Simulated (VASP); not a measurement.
Set up this calculation in VASP 6.6.1, as the native input.

```
Task                   : single point
Functional             : LDA
Potentials or basis    : VASP PAW LDA potentials, release 64 (Si)
Cutoff                 : 520 eV
k mesh                 : 2 × 2 × 2
Occupations            : gaussian, width 0.02 eV
Spin                   : no spin polarisation
Dipole correction      : no
Further INCAR settings : LREAL = Auto; ALGO = Normal; EDIFF = 1e-06; NBANDS = 48
```

The structure of Si (a cell with a defect) lies in POSCAR:

```
Si
1.0
    0.0000000000      5.4300000000      5.4300000000
    5.4300000000      0.0000000000      5.4300000000
    5.4300000000      5.4300000000      0.0000000000
Si
17
Direct
    0.0006792775      0.0008451867     -0.0002741421
    0.1251339299      0.1251481614      0.1246560357
    0.0005270320      0.0006007230      0.4984682258
    0.1220362631      0.1222104349      0.6276473612
    0.0010018477      0.4987594293     -0.0003532396
    0.1221776817      0.6283617016      0.1212131418
   -0.0052530430      0.5020078810      0.5013129953
    0.1223290539      0.6281235246      0.6275250606
    0.4987734755      0.0010729101     -0.0003444898
    0.6282374375      0.1223881837      0.1212274935
    0.5018146167     -0.0048589352      0.5012638847
    0.6281100628      0.1224130778      0.6275468783
    0.5023203726      0.5024950384     -0.0067331234
    0.6285955841      0.6286180617      0.1210775136
    0.5022551650      0.5023000903      0.5012684412
    0.6254007252      0.6257871030      0.6239758404
    0.3755043177      0.3758489477      0.3736616029
```

These files were run (other wordings do the same):

INCAR

```
SYSTEM = Si
  PREC = Accurate
  ENCUT = 520
  EDIFF = 1E-6
  ISMEAR = 0
  SIGMA = 0.02
  LREAL = Auto
  LASPH = .TRUE.
  NELM = 80
  ALGO = Normal
  ISIF = 2
  LWAVE = .FALSE.
  LCHARG = .FALSE.
  NBANDS = 48
```

KPOINTS

```
regular mesh
0
G
  2 2 2
  0 0 0
```

Potentials or basis: VASP PAW LDA potentials, release 64 (Si).

Launch:

```sh
$ cat potpaw_LDA.64/Si/POTCAR > POTCAR
$ mpirun -np 1 vasp_std > vasp.out
```

Results of the run:

The pressure is 1.8 GPa and the largest force is 0.021 eV/Å. The band gap on the k mesh is zero (band 34 reaches 6.81 eV, above the bottom of band 35 at 6.57 eV).

Caveat: the k points lie up to 0.50 Å⁻¹ apart.

Wall time 2.3 min on 1 thread of Intel(R) Xeon(R) Platinum 8375C CPU @ 2.90GHz (Ice Lake) (shared host), peak memory 0.37 GiB.
